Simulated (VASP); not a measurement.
# LaYO (P4mm) in VASP: single point with PBE

Aim: the single point of LaYO with PBE.

Everything below comes from runs of VASP 6.6.1. Logs are shortened: lines on timing, memory, paths and dates and some standing lists are left out, and cuts for length are marked.

## 1. The cell of the first run

It takes space group P4mm (No. 99, tetragonal). The conventional cell has a = 3.346 Å, b = 3.346 Å, c = 5.833 Å, α = 90.00°, β = 90.00°, γ = 90.00°. La (site symmetry 4mm) has 4 O at 2.45 Å and 2 Y at 2.75 to 3.08 Å within 3.2 Å. Within 3.6 Å of Y (site symmetry 4mm) lie 2 La at 2.75 to 3.08 Å and 4 Y at 3.35 Å and 4 O at 3.40 Å. O (site symmetry 4mm) has 4 La at 2.45 Å within 3.2 Å.

## 2. Single point, PBE

File INCAR:

```
PREC = Accurate
ENCUT = 600
EDIFF = 1E-6
ISMEAR = 0
SIGMA = 0.1
LREAL = False
LASPH = True
NELM = 200
ALGO = Normal
ISIF = 2
LWAVE = False
LCHARG = True
GGA = PE
LELF = True
LVHAR = True
NBANDS = 21
GGA_COMPAT = False
LMAXMIX = 6
```

File KPOINTS:

```
Automatic mesh
0
Gamma
  6 6 4
```

File POSCAR:

```
LaYO
1.0
    3.3462961500      0.0000000000      0.0000000000
    0.0000000000      3.3462961500      0.0000000000
    0.0000000000      0.0000000000      5.8333961100
La Y O
1 1 1
Direct
    0.0000000000      0.0000000000      0.4912047300
    0.0000000000      0.0000000000      0.9624605100
    0.5000000000      0.5000000000      0.3813830200
```

Potentials or basis: VASP PAW PBE potentials, release 64 (La, Y_sv, O).

The run is started by

```bash
$ cat potpaw_PBE.64/La/POTCAR potpaw_PBE.64/Y_sv/POTCAR potpaw_PBE.64/O/POTCAR > POTCAR
$ mpirun -np 1 vasp_std > vasp.out
```

OUTCAR:

```text
PREC = Accurate
   ENCUT = 600
   EDIFF = 1E-6
   ISMEAR = 0
   LREAL = False
   LASPH = True
   NELM = 200
   ISIF = 2
   GGA = PE

 ion  position               nearest neighbor table
   1  0.000  0.000  0.491-   3 2.45   3 2.45   3 2.45   3 2.45   2 2.75   2 3.08
   2  0.000  0.000  0.962-   1 2.75   1 3.08
   3  0.500  0.500  0.381-   1 2.45   1 2.45   1 2.45   1 2.45

  LATTYP: Found a simple tetragonal cell.
 ALAT       =     3.3462961500
 C/A-ratio  =     1.7432396442

  Lattice vectors:

 A1 = (   3.3462961500,   0.0000000000,   0.0000000000)
 A2 = (   0.0000000000,   3.3462961500,   0.0000000000)
 A3 = (   0.0000000000,   0.0000000000,   5.8333961100)

Analysis of symmetry for initial positions (statically):
=====================================================================
 Subroutine PRICEL returns:
 Original cell was already a primitive cell.

 Routine SETGRP: Setting up the symmetry group for a
 simple tetragonal supercell.

 Subroutine GETGRP returns: Found  8 space group operations
 (whereof  8 operations were pure point group operations)
 out of a pool of 16 trial point group operations.

The static configuration has the point symmetry C_4v.

Analysis of symmetry for dynamics (positions and initial velocities):
=====================================================================
 Subroutine PRICEL returns:
 Original cell was already a primitive cell.

 Routine SETGRP: Setting up the symmetry group for a
 simple tetragonal supercell.

 Subroutine GETGRP returns: Found  8 space group operations
 (whereof  8 operations were pure point group operations)
 out of a pool of 16 trial point group operations.

The dynamic configuration has the point symmetry C_4v.

 Subroutine INISYM returns: Found  8 space group operations
 (whereof  8 operations are pure point group operations),
 and found     1 'primitive' translations

----------------------------------------------------------------------------------------

                                     Primitive cell

  volume of cell :      65.3206

  direct lattice vectors                    reciprocal lattice vectors
     3.346296150  0.000000000  0.000000000     0.298837866  0.000000000  0.000000000
     0.000000000  3.346296150  0.000000000     0.000000000  0.298837866  0.000000000
     0.000000000  0.000000000  5.833396110     0.000000000  0.000000000  0.171426727

  length of vectors
     3.346296150  3.346296150  5.833396110     0.298837866  0.298837866  0.171426727

  position of ions in fractional coordinates (direct lattice)
     0.000000000  0.000000000  0.491204730
     0.000000000  0.000000000  0.962460510
     0.500000000  0.500000000  0.381383020

  ion indices of the primitive-cell ions
   primitive index   ion index
                 1           1
                 2           2
                 3           3

----------------------------------------------------------------------------------------

 KPOINTS: Automatic mesh

Automatic generation of k-mesh.
 Grid dimensions read from file:
 generate k-points for:    6    6    4

 Generating k-lattice:

  Cartesian coordinates                     Fractional coordinates (reciprocal lattice)
     0.049806311  0.000000000  0.000000000     0.166666667  0.000000000  0.000000000
     0.000000000  0.049806311  0.000000000     0.000000000  0.166666667  0.000000000
     0.000000000  0.000000000  0.042856682     0.000000000  0.000000000  0.250000000

  Length of vectors
     0.049806311  0.049806311  0.042856682

  Shift w.r.t. Gamma in fractional coordinates (k-lattice)
     0.000000000  0.000000000  0.000000000

 Subroutine IBZKPT returns following result:
 ===========================================

 Found     30 irreducible k-points:

 Following reciprocal coordinates:
            Coordinates               Weight
  0.000000  0.000000  0.000000      1.000000
  0.166667  0.000000  0.000000      4.000000
  0.333333  0.000000  0.000000      4.000000
  0.500000  0.000000  0.000000      2.000000
  0.166667  0.166667  0.000000      4.000000
  0.333333  0.166667  0.000000      8.000000
[... 16 lines left out ...]
  0.333333  0.000000  0.500000      4.000000
  0.500000  0.000000  0.500000      2.000000
 [... further k-points ...]
   k-points           NKPTS =     30   k-points in BZ     NKDIM =     30   number of bands    NBANDS=     21
   number of dos      NEDOS =    301   number of ions     NIONS =      3
   total plane-waves  NPLWV =  37632
   dimension x,y,z NGX =    28 NGY =   28 NGZ =   48
   dimension x,y,z NGXF=    56 NGYF=   56 NGZF=   96
   ions per type =               1   1   1
   NGX,Y,Z   is equivalent  to a cutoff of  13.91, 13.91, 13.68 a.u.
   NGXF,Y,Z  is equivalent  to a cutoff of  27.82, 27.82, 27.36 a.u.
 SYSTEM =  unknown system
   PREC   = accura    normal or accurate (medium, high low for compatibility)
   ISTART =      0    job   : 0-new  1-cont  2-samecut
   ICHARG =      2    charge: 1-file 2-atom 10-const
   ISPIN  =      1    spin polarized calculation?
   LNONCOLLINEAR =      F non collinear calculations
   LSORBIT =      F    spin-orbit coupling
   LASPH  =      T    aspherical Exc in radial PAW
   ENCUT  =  600.0 eV  44.10 Ry    6.64 a.u.   6.68  6.68 11.65*2*pi/ulx,y,z
   NELM   =    200;   NELMIN=  2; NELMDL= -5     # of ELM steps
   EDIFF  = 0.1E-05   stopping-criterion for ELM
   LREAL  =      F    real-space projection
   EDIFFG = 0.1E-04   stopping-criterion for IOM
   NSW    =      0    number of steps for IOM
   IBRION =     -1    ionic relax: 0-MD 1-quasi-New 2-CG
   NFREE  =      0    steps in history (QN), initial steepest desc. (CG)
   ISIF   =      2    stress and relaxation
   ISYM   =      2    0-nonsym 1-usesym 2-fastsym
   POTIM  = 0.5000    time-step for ionic-motion
   TEBEG  =    0.0;   TEEND  =   0.0 temperature during run
   PSTRESS=    0.0 pullay stress
   NELECT =      28.0000    total number of electrons
   NUPDOWN=      -1.0000    fix difference up-down
   EMIN   =  10.00;   EMAX   =-10.00  energy-range for DOS
   EFERMI =   0.00;   METHOD = LEGACY
   ISMEAR =     0;   SIGMA  =   0.10  broadening in eV -4-tet -1-fermi 0-gaus
   EFERMI_NEDOS =   21; number of points for ismear=-14 and -15
   IALGO  =     38    algorithm
   IMIX   =      4    mixing-type and parameters
     AMIX     =   0.40;   BMIX     =  1.00
     AMIX_MAG =   1.60;   BMIX_MAG =  1.00
  volume/ion in A,a.u.               =      21.77       146.94
  Fermi-wavevector in a.u.,A,eV,Ry     =   1.234366  2.332614 20.730660  1.523660
  Thomas-Fermi vector in A             =   2.369059
   LORBIT       =      0    0 simple, 1 ext, 2 COOP (PROOUT), +10 PAW based schemes
   GGA     = PE    functional components
   LHFCALC =     F    Hartree Fock is set to
   AEXX    =    0.0000 exact exchange contribution
   IVDW    =     0    specifies the selected vdW correction
   LEPSILON=     F    determine dielectric tensor
   LRPA    =     F    only Hartree local field effects (RPA)
 non-spin polarized calculation
 Gauss-broadening in eV      SIGMA  =   0.10
  energy-cutoff  :      600.00
  volume of cell :       65.32
 maximum number of plane-waves:      2216
 NGX is ok and might be reduce to    28
   NGX = 13   NGY = 13   NGZ = 23

 number of electron      28.0000004 magnetization

 Free energy of the ion-electron system (eV)
  ---------------------------------------------------
  ext. energy  EPLUGINS =         0.00000000
  ---------------------------------------------------
  free energy    TOTEN  =       -18.75490210 eV

  energy without entropy =      -18.72992828  energy(sigma->0) =      -18.74241519

 E-fermi :   6.8937     XC(G=0): -10.2752

 val. band max:        6.8664264592   @ k =   0.5000   0.5000   0.2500
 cond. band min:       6.9174132316   @ k =   0.1667   0.1667   0.2500
 fundamental gap:      0.0509867724
 Fermi energy:         6.8937152233

 k-point     1 :       0.0000    0.0000    0.0000
  band No.  band energies     occupation
      1     -35.9388      2.00000
      2     -25.7993      2.00000
      3     -16.5151      2.00000
      4     -15.6132      2.00000
      5     -15.6132      2.00000
      6     -11.8413      2.00000
[... 13 lines left out ...]
     20       9.3221      0.00000
     21       9.5763      0.00000

 k-point     2 :       0.1667    0.0000    0.0000
  band No.  band energies     occupation
      1     -35.9264      2.00000
      2     -25.7315      2.00000
      3     -16.4917      2.00000
      4     -15.7609      2.00000
      5     -15.6007      2.00000
      6     -12.2048      2.00000
[... 13 lines left out ...]
     20       9.4277      0.00000
     21       9.6213      0.00000

 k-point     3 :       0.3333    0.0000    0.0000
  band No.  band energies     occupation
      1     -35.9014      2.00000
      2     -25.5900      2.00000
      3     -16.4439      2.00000
      4     -16.0456      2.00000
      5     -15.5758      2.00000
      6     -12.9401      2.00000
[... 13 lines left out ...]
     20       9.5630      0.00000
     21       9.5633      0.00000

 k-point     4 :       0.5000    0.0000    0.0000
  band No.  band energies     occupation
      1     -35.8888      2.00000
      2     -25.5163      2.00000
      3     -16.4192      2.00000
      4     -16.1833      2.00000
      5     -15.5632      2.00000
      6     -13.2939      2.00000
[... 13 lines left out ...]
     20       9.4585      0.00000
     21       9.7707      0.00000

 k-point     5 :       0.1667    0.1667    0.0000
  band No.  band energies     occupation
      1     -35.9140      2.00000
      2     -25.6660      2.00000
      3     -16.4694      2.00000
      4     -15.7533      2.00000
      5     -15.7395      2.00000
      6     -12.3533      2.00000
[... 13 lines left out ...]
     20       9.4351      0.00000
     21       9.6162      0.00000
[... 382 lines left out ...]
     20       9.2470      0.00000
     21       9.7242      0.00000

 k-point    22 :       0.1667    0.0000    0.5000
  band No.  band energies     occupation
      1     -35.9254      2.00000
      2     -25.7562      2.00000
      3     -16.2547      2.00000
      4     -15.7577      2.00000
      5     -15.5988      2.00000
      6     -12.2866      2.00000
[... 13 lines left out ...]
     20       9.2548      0.00000
     21       9.6143      0.00000

 k-point    23 :       0.3333    0.0000    0.5000
  band No.  band energies     occupation
      1     -35.9005      2.00000
      2     -25.6147      2.00000
      3     -16.2210      2.00000
      4     -16.0389      2.00000
      5     -15.5740      2.00000
      6     -12.9704      2.00000
[... 13 lines left out ...]
     20       9.4451      0.00000
     21       9.4603      0.00000

 k-point    24 :       0.5000    0.0000    0.5000
  band No.  band energies     occupation
      1     -35.8879      2.00000
      2     -25.5408      2.00000
      3     -16.2039      2.00000
      4     -16.1741      2.00000
      5     -15.5615      2.00000
      6     -13.3148      2.00000
[... 13 lines left out ...]
     20       9.2991      0.00000
     21       9.4462      0.00000

 [... further k-points ...]
[... 5 lines left out ...]
  --------------------------------------------------------------------------------------
  -------------------------------------------------------------------------------------
  Total        0.5650889      0.5650889      9.4746307      0.0000000      0.0000000      0.0000000
  in kB       13.8604442     13.8604442    232.3927948      0.0000000      0.0000000      0.0000000
  external PRESSURE =      86.7045611 kB  Pullay stress =       0.0000000 kB

 VOLUME and BASIS-vectors are now :
 -----------------------------------------------------------------------------
  energy-cutoff  :      600.00
  volume of cell :       65.32
      direct lattice vectors                 reciprocal lattice vectors
     3.346296150  0.000000000  0.000000000     0.298837866  0.000000000  0.000000000
     0.000000000  3.346296150  0.000000000     0.000000000  0.298837866  0.000000000
     0.000000000  0.000000000  5.833396110     0.000000000  0.000000000  0.171426727

 POSITION                                       TOTAL-FORCE (eV/Angst)
 -----------------------------------------------------------------------------------
      0.00000      0.00000      2.86539         0.000000     -0.000000     -0.450938
      0.00000      0.00000      5.61441         0.000000     -0.000000      1.330702
      1.67315      1.67315      2.22476         0.000000      0.000000     -0.879764
 -----------------------------------------------------------------------------------
    total drift:                                0.000000     -0.000000      0.000717

  FREE ENERGIE OF THE ION-ELECTRON SYSTEM (eV)
  ---------------------------------------------------
  free  energy   TOTEN  =       -18.7549021006 eV

  energy  without entropy=      -18.7299282829  energy(sigma->0) =      -18.74241519
```

Wall time 96 s (1 thread of Intel Xeon 8259CL, shared host); peak memory 0.24 GiB.

Results:

```yaml
Free_energy: -18.7549 eV
Pressure: 8.7 GPa
Largest_force: 1.331 eV/Å
Band_gap_on_the_k_mesh: zero (band 14 reaches 7.30 eV, above the bottom of band 15 at 6.36 eV)
```

Forces on the atoms (eV/Å):
```
La   0.000  0.000 -0.451
Y    0.000  0.000  1.331
O    0.000  0.000 -0.880
```

Levels at points of the mesh, in eV from the Fermi level:
```
           k point  band 10  band 11  band 12  band 13  band 14  band 15  band 16  band 17  band 18  band 19
(0.00, 0.00, 0.00)    -4.90    -3.61    -3.61    -2.86    -1.18    -0.53     0.50     1.87     1.87     2.11
(0.50, 0.00, 0.00)    -5.18    -4.95    -4.51    -1.25    -1.12    -0.17     1.63     2.04     2.09     2.36
(0.50, 0.50, 0.00)    -4.25    -4.19    -4.19    -1.08    -0.30    -0.07    -0.07     2.10     2.10     2.69
(0.00, 0.00, 0.50)    -4.88    -3.57    -3.57    -1.94    -0.76    -0.24     0.79     1.82     1.99     1.99
(0.50, 0.00, 0.50)    -5.14    -4.94    -4.36    -1.07    -0.67     1.52     1.66     2.17     2.27     2.37
(0.50, 0.50, 0.50)    -4.43    -3.92    -3.92    -0.45     0.04     0.04     1.68     1.68     1.95     2.49
```

Caveat: spin-orbit coupling is left out, which moves the levels of the heavy elements; forces of over 1 eV/Å act on the atoms, so gaps and moduli don't describe the material at rest.
